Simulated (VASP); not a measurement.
Wanted: the native input for a VASP 6.6.1 run.

```
Task                   : single point
Functional             : LDA
Potentials or basis    : VASP PAW LDA potentials, release 64 (Rb_sv, Ge_d)
Cutoff                 : 520 eV
k mesh                 : 7 × 7 × 7
Occupations            : fermi-dirac, width 0.1 eV
Spin                   : no spin polarisation
Dipole correction      : no
Further INCAR settings : ALGO = Normal; EDIFF = 1e-06; NBANDS = 18
```

The structure of RbGe lies in POSCAR:

```
RbGe
1.0
    0.0000000000      3.5930720000      3.5930720000
    3.5930720000      0.0000000000      3.5930720000
    3.5930720000      3.5930720000      0.0000000000
Rb Ge
1 1
Direct
    0.0000000000      0.0000000000      0.0000000000
    0.5000000000      0.5000000000      0.5000000000
```

These files were run (other wordings do the same):

INCAR

```
PREC = Accurate ; ENCUT = 520
EDIFF = 1E-6 ; ISMEAR = -1
SIGMA = 0.1 ; LREAL = F
LASPH = T ; NELM = 100
ALGO = Normal ; ISIF = 2
LWAVE = F ; LCHARG = T
GGA = CA ; LELF = T
LVHAR = T ; NBANDS = 18
```

KPOINTS

```
regular mesh
0
Gamma
  7 7 7
```

Potentials or basis: VASP PAW LDA potentials, release 64 (Rb_sv, Ge_d).

Command:

```bash
$ cat potpaw_LDA.64/Rb_sv/POTCAR potpaw_LDA.64/Ge_d/POTCAR > POTCAR
$ mpirun -np 1 vasp_std > vasp.out
```

It gave:

| Quantity | Value |
| --- | --- |
| Pressure | -1.5 GPa |
| Band gap on the k mesh | zero (an odd number of electrons rules out a gap without spin polarisation) |

It took 50 s on 1 thread of Intel Xeon 8259CL, on a shared host, peak memory 0.21 GiB.
